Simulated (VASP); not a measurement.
Input of a VASP 6.6.1 run:

The input INCAR:

```
SYSTEM = Mg26GaS27
PREC = Accurate
ENCUT = 520
EDIFF = 1E-6
ISMEAR = -1
SIGMA = 0.01
LREAL = Auto
LASPH = .True.
NELM = 100
ALGO = Normal
ISIF = 2
LWAVE = .False.
LCHARG = .True.
GGA = PE
LELF = .True.
LVHAR = .True.
NBANDS = 146
NELECT = 226.0
```

Contents of KPOINTS:

```
regular mesh
0
Gamma
  2 2 2
  0 0 0
```

File POSCAR:

```
Mg26GaS27
1.0
    0.0000000000      7.8049500000      7.8049500000
    7.8049500000      0.0000000000      7.8049500000
    7.8049500000      7.8049500000      0.0000000000
Ga Mg S
1 26 27
Direct
    0.0000000000      0.0000000000      0.0000000000
    0.0000000000      0.0000000000      0.3353019468
    0.0000000000      0.0000000000      0.6646980532
    0.0000000000      0.3353019468      0.0000000000
    0.0010548243      0.3329817252      0.3329817252
    0.0000000000      0.3353019468      0.6646980532
    0.0000000000      0.6646980532      0.0000000000
    0.0000000000      0.6646980532      0.3353019468
   -0.0010548243      0.6670182748      0.6670182748
    0.3353019468      0.0000000000      0.0000000000
    0.3329817252      0.0010548243      0.3329817252
    0.3353019468      0.0000000000      0.6646980532
    0.3329817252      0.3329817252      0.0010548243
    0.3329817252      0.3329817252      0.3329817252
    0.3352767122      0.3352767122      0.6647232878
    0.3353019468      0.6646980532      0.0000000000
    0.3352767122      0.6647232878      0.3352767122
    0.3352767122      0.6647232878      0.6647232878
    0.6646980532      0.0000000000      0.0000000000
    0.6646980532      0.0000000000      0.3353019468
    0.6670182748     -0.0010548243      0.6670182748
    0.6646980532      0.3353019468      0.0000000000
    0.6647232878      0.3352767122      0.3352767122
    0.6647232878      0.3352767122      0.6647232878
    0.6670182748      0.6670182748     -0.0010548243
    0.6647232878      0.6647232878      0.3352767122
    0.6670182748      0.6670182748      0.6670182748
    0.1664109446      0.1664109446      0.1664109446
    0.1664109446      0.1664109446      0.5007671661
    0.1610163762      0.1610163762      0.8389836238
    0.1664109446      0.5007671661      0.1664109446
    0.1676648736      0.5000000000      0.5000000000
    0.1676648736      0.5000000000      0.8323351264
    0.1610163762      0.8389836238      0.1610163762
    0.1676648736      0.8323351264      0.5000000000
    0.1610163762      0.8389836238      0.8389836238
    0.5007671661      0.1664109446      0.1664109446
    0.5000000000      0.1676648736      0.5000000000
    0.5000000000      0.1676648736      0.8323351264
    0.5000000000      0.5000000000      0.1676648736
    0.5000000000      0.5000000000      0.5000000000
    0.5000000000      0.5000000000      0.8323351264
    0.5000000000      0.8323351264      0.1676648736
    0.5000000000      0.8323351264      0.5000000000
    0.4992328339      0.8335890554      0.8335890554
    0.8389836238      0.1610163762      0.1610163762
    0.8323351264      0.1676648736      0.5000000000
    0.8389836238      0.1610163762      0.8389836238
    0.8323351264      0.5000000000      0.1676648736
    0.8323351264      0.5000000000      0.5000000000
    0.8335890554      0.4992328339      0.8335890554
    0.8389836238      0.8389836238      0.1610163762
    0.8335890554      0.8335890554      0.4992328339
    0.8335890554      0.8335890554      0.8335890554
```

Potentials or basis: VASP PAW PBE potentials, release 64 (Ga_d, Mg, S).

Launch:

```console
$ cat potpaw_PBE.64/Ga_d/POTCAR potpaw_PBE.64/Mg/POTCAR potpaw_PBE.64/S/POTCAR > POTCAR
$ mpirun -np 1 vasp_std > vasp.out
```

Q: Predict the largest force.

A: 0.009 eV/Å.

Forces in eV/Å, atoms in the order of the input:
```
Ga   0.000  0.000  0.000
Mg  -0.004 -0.004  0.000
Mg   0.004  0.004  0.000
Mg  -0.004  0.000 -0.004
Mg   0.001 -0.001 -0.001
Mg   0.000  0.004 -0.004
Mg   0.004  0.000  0.004
Mg   0.000 -0.004  0.004
Mg  -0.001  0.001  0.001
Mg   0.000 -0.004 -0.004
Mg  -0.001  0.001 -0.001
Mg   0.004  0.000 -0.004
Mg  -0.001 -0.001  0.001
Mg   0.001  0.001  0.001
Mg   0.000  0.000 -0.009
Mg   0.004 -0.004  0.000
Mg   0.000 -0.009  0.000
Mg   0.009  0.000  0.000
Mg   0.000  0.004  0.004
Mg  -0.004  0.000  0.004
Mg   0.001 -0.001  0.001
Mg  -0.004  0.004  0.000
Mg  -0.009  0.000  0.000
Mg   0.000  0.009  0.000
Mg   0.001  0.001 -0.001
Mg   0.000  0.000  0.009
Mg  -0.001 -0.001 -0.001
S   -0.004 -0.004 -0.004
S    0.004  0.004 -0.004
S    0.000  0.000  0.001
S    0.004 -0.004  0.004
S    0.000 -0.003 -0.003
S    0.003  0.000 -0.003
S    0.000  0.001  0.000
S    0.003 -0.003  0.000
S   -0.001  0.000  0.000
S   -0.004  0.004  0.004
S   -0.003  0.000 -0.003
S    0.000  0.003 -0.003
S   -0.003 -0.003  0.000
S    0.000  0.000  0.000
S    0.003  0.003  0.000
S    0.000 -0.003  0.003
S    0.003  0.000  0.003
S    0.004 -0.004 -0.004
S    0.001  0.000  0.000
S   -0.003  0.003  0.000
S    0.000 -0.001  0.000
S   -0.003  0.000  0.003
S    0.000  0.003  0.003
S   -0.004  0.004 -0.004
S    0.000  0.000 -0.001
S   -0.004 -0.004  0.004
S    0.004  0.004  0.004
```

Caveat: the cell carries a net charge on a neutralising background, which shifts energy and pressure.
